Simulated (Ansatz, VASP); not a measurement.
**TaSi2: VASP beside Ansatz**

Contents of INCAR:

```
  PREC = Accurate
  ENCUT = 600
  EDIFF = 1E-6
  ISMEAR = 0
  SIGMA = 0.1
  LREAL = F
  LASPH = T
  NELM = 100
  ALGO = Normal
  ISIF = 3
  LWAVE = F
  LCHARG = F
  IBRION = 2
  NSW = 100
  EDIFFG = -0.002
```

The input KPOINTS:

```
regular mesh
0
Gamma
  9 9 6
```

Contents of POSCAR:

```
TaSi2
1.0
    4.7686266500      0.0000000000      0.0000000000
   -2.3843133300      4.1297518200      0.0000000000
    0.0000000000      0.0000000000      6.5214099500
Ta Si
3 6
Direct
    0.0000000000      0.5000000000      0.1666666700
    0.5000000000      0.5000000000      0.8333333300
    0.5000000000      0.0000000000      0.5000000000
    0.8413836500      0.6827673000      0.5000000000
    0.1586163500      0.8413836500      0.8333333300
    0.6827673000      0.8413836500      0.1666666700
    0.1586163500      0.3172327000      0.5000000000
    0.8413836500      0.1586163500      0.8333333300
    0.3172327000      0.1586163500      0.1666666700
```

Input for Ansatz:

```yaml
crystal:
  lattice:
    - [4.76862665, 0.0, 0.0]
    - [-2.38431333, 4.12975182, 0.0]
    - [0.0, 0.0, 6.52140995]
  atoms:
    - { symbol: Ta, position: [0.0, 0.5, 0.16666667] }
    - { symbol: Ta, position: [0.5, 0.5, 0.83333333] }
    - { symbol: Ta, position: [0.5, 0.0, 0.5] }
    - { symbol: Si, position: [0.84138365, 0.6827673, 0.5] }
    - { symbol: Si, position: [0.15861635, 0.84138365, 0.83333333] }
    - { symbol: Si, position: [0.6827673, 0.84138365, 0.16666667] }
    - { symbol: Si, position: [0.15861635, 0.3172327, 0.5] }
    - { symbol: Si, position: [0.84138365, 0.15861635, 0.83333333] }
    - { symbol: Si, position: [0.3172327, 0.15861635, 0.16666667] }
basis:
  ecutwfc: 420
kpoints:
  mp_grid: { grid: [9, 9, 6] }
hamiltonian:
  xc: lda
  pseudopotentials: { kind: paw, azcp: { folder: soft_1 } }
scf:
  occupations: { method: gaussian, width: 0.1 }
output:
  forces: true
  stress: true
  eigenvalues: true
  write_density: true
  write_potential: true
  elf: true
  volumetric_format: npy
relax:
  adjacent_minimum: "off"
  f_tol: 0.002
  max_steps: 80
  cell: { stress_tol: 0.02 }
```

Alike in both runs: task relaxation of cell and atoms; functional LDA; k mesh 9 × 9 × 6; occupations gaussian, width 0.1 eV; no spin polarisation.

|  | VASP | Ansatz |
| --- | --- | --- |
| version | VASP 6.6.1 | Ansatz 0.2.0 |
| potentials or method | VASP PAW LDA potentials, release 64 (Ta_pv, Si), cutoff 600 eV | scalar-relativistic, plane waves, PAW |
| valence electrons in the cell | 57 | 63 |

|  | VASP | Ansatz | Ansatz less VASP |
| --- | --- | --- | --- |
| gap on the k mesh at the Fermi level, each at its own relaxed structure (eV) | none | none | - |
| relaxed volume (Å³/atom) | 14.09 | 14.05 | -0.040 |
| relaxed cell length with the largest relative difference (Å) | 4.737 | 4.733 | -0.0046 |

Ansatz warns that its potentials were made for another functional, while VASP's fit it. LDA's correlation is that of Perdew and Zunger in VASP and of Perdew and Wang (1992) in Ansatz. A gap of «none» marks a metal or a gap that the smearing closes. VASP's potentials hold 57 valence electrons a cell and Ansatz's 63, so a difference there can come from the potentials and not from the codes.

Spin-orbit coupling is off throughout.
